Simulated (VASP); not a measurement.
Crystal: Ca2C.

```
C Ca
1.0
     0.00000    3.12858    3.12858
     3.12858    0.00000    3.12858
     3.12858    3.12858    0.00000
C Ca
1 2
Cartesian
  0.0000 0.0000 0.0000
  1.5643 1.5643 1.5643
  4.6929 4.6929 4.6929
```

Base run:

```yaml
Program: VASP 6.6.1
Functional: r2SCAN
Potentials_or_basis: VASP PAW PBE potentials, release 64 (C, Ca_sv)
Cutoff: 520 eV
k_mesh: 6 × 6 × 6
Occupations: gaussian, width 0.01 eV
Spin: no spin polarisation
```

Its results: band gap on the k mesh 0.40 eV; pressure 0.4 GPa.

Question: The run is repeated on the same cell with these changes: functional from r2SCAN to HSE06; k mesh from 6 × 6 × 6 to 4 × 4 × 4. What comes out?

Answer: Band gap on the k mesh 0.82 eV; pressure 0.6 GPa.

Several settings changed at once.

Caveats: some runs use coarse meshes; the PAW data sets were made with another functional, which shifts forces and pressure a little.

A k mesh can miss the band edges.
